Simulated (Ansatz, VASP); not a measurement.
# ReS in VASP and in Ansatz

The input INCAR:

```
SYSTEM = ReS
PREC = Accurate ; ENCUT = 600
EDIFF = 1E-6 ; ISMEAR = 0
SIGMA = 0.1 ; LREAL = .False.
LASPH = .True. ; NELM = 100
ALGO = Normal ; ISIF = 3
LWAVE = .False. ; LCHARG = .False.
GGA = PE ; IBRION = 2
NSW = 100 ; EDIFFG = -0.01
```

Contents of KPOINTS:

```
Automatic mesh
0
Gamma
  12 12 8
  0 0 0
```

POSCAR

```
ReS
1.0
    3.6674245962      0.0000000000      0.0000000000
   -1.8337122981      3.1760828667      0.0000000000
    0.0000000000      0.0000000000      5.2131301538
Re S
2 2
Direct
    0.0000000000      0.0000000000      0.0000000000
    0.0000000000      0.0000000000      0.5000000000
    0.3333333333      0.6666666667      0.2500000000
    0.6666666667      0.3333333333      0.7500000000
```

Input for Ansatz:

```yaml
crystal:
  lattice:
    - [3.6674245962, 0.0, 0.0]
    - [-1.8337122981, 3.1760828667, 0.0]
    - [0.0, 0.0, 5.2131301538]
  atoms:
    - { symbol: Re, position: [0.0, 0.0, 0.0] }
    - { symbol: Re, position: [0.0, 0.0, 0.5] }
    - { symbol: S, position: [0.3333333333, 0.6666666667, 0.25] }
    - { symbol: S, position: [0.6666666667, 0.3333333333, 0.75] }
basis:
  ecutwfc: 420
kpoints:
  mp_grid: { grid: [12, 12, 8] }
hamiltonian:
  xc: pbe
scf:
  occupations: { method: gaussian, width: 0.1 }
output:
  forces: true
  stress: true
  eigenvalues: true
  write_density: true
  write_potential: true
  elf: true
  volumetric_format: npy
relax:
  adjacent_minimum: "off"
  f_tol: 0.01
  max_steps: 80
  cell: { stress_tol: 0.05 }
```

Alike in both runs: task relaxation of cell and atoms; functional PBE; k mesh 12 × 12 × 8; occupations gaussian, width 0.1 eV; no spin polarisation.

|  | VASP | Ansatz |
| --- | --- | --- |
| version | VASP 6.6.1 | Ansatz 0.2.0 |
| potentials or method | VASP PAW PBE potentials, release 64 (Re, S), cutoff 600 eV | scalar-relativistic, plane waves, PAW |
| valence electrons in the cell | 26 | 42 |

```csv
,VASP,Ansatz,Ansatz less VASP
"gap on the k mesh at the Fermi level, each at its own relaxed structure (eV)",none,none,-
relaxed volume (Å³/atom),15.13,14.99,-0.136
relaxed cell length with the largest relative difference (Å),3.626,3.595,-0.0308
```

A gap of «none» marks a metal or a gap that the smearing closes. VASP's potentials hold 26 valence electrons a cell and Ansatz's 42, so a difference there can come from the potentials and not from the codes.

Spin-orbit coupling is off throughout.
